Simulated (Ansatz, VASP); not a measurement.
**One calculation of CsI, two programs**

Contents of INCAR:

```
ALGO = Normal
EDIFF = 1E-6
ENCUT = 500
GGA_COMPAT = False
ISIF = 2
ISMEAR = -1
LASPH = True
LCHARG = False
LREAL = False
LWAVE = False
NBANDS = 15
NELM = 120
PREC = Accurate
SIGMA = 0.01
```

The input KPOINTS:

```
k-points
0
Gamma
  7 7 7
```

The input POSCAR:

```
CsI
1.0
    4.5667000000      0.0000000000      0.0000000000
    0.0000000000      4.5667000000      0.0000000000
    0.0000000000      0.0000000000      4.4753660000
Cs I
1 1
Direct
    0.0000000000      0.0000000000      0.0000000000
    0.5000000000      0.5000000000      0.5000000000
```

Input for Ansatz:

```yaml
crystal:
  lattice:
    - [4.5667, 0.0, 0.0]
    - [0.0, 4.5667, 0.0]
    - [0.0, 0.0, 4.475366]
  atoms:
    - { symbol: Cs, position: [0.0, 0.0, 0.0] }
    - { symbol: I, position: [0.5, 0.5, 0.5] }
kpoints:
  mp_grid: { grid: [7, 7, 7] }
  band_path:
    path:
      - [0.0, 0.0, 0.0]
      - [0.0, 0.5, 0.0]
      - [0.5, 0.5, 0.0]
      - [0.0, 0.0, 0.0]
      - [0.0, 0.0, 0.5]
      - [0.0, 0.5, 0.5]
      - [0.5, 0.5, 0.5]
      - [0.0, 0.0, 0.5]
      - [0.0, 0.5, 0.0]
    npoints: 5
scf:
  occupations: { method: fermi_dirac, width: 0.01 }
hamiltonian:
  xc: lda
  pseudopotentials: { kind: all_electron, lapw: { basis_error: 0.00025 } }
output:
  forces: true
  stress: true
  eigenvalues: true
```

Change from the starting cell: zz strain of -2 %.

Alike in both runs: task single point; functional LDA; k mesh 7 × 7 × 7; occupations fermi-dirac, width 0.01 eV; no spin polarisation.

```csv
,VASP,Ansatz
version,VASP 6.6.1,Ansatz 0.2.0
potentials or method,"VASP PAW LDA potentials, release 64 (Cs_sv, I), cutoff 500 eV","all-electron LAPW, scalar-relativistic"
```

|  | VASP | Ansatz | Ansatz less VASP |
| --- | --- | --- | --- |
| gap on the k mesh at the Fermi level (eV) | 3.56 | 3.55 | -0.008 |
| pressure (GPa) | -1.2 | -1.2 | -0.04 |
| traceless stress, the component that is largest in VASP (GPa) | 0.24 | 0.24 | 0.000 |

LDA's correlation is that of Perdew and Zunger in VASP and of Perdew and Wang (1992) in Ansatz. Ansatz ran all-electron here, and VASP with PAW potentials.

Neither program's run includes spin-orbit coupling.
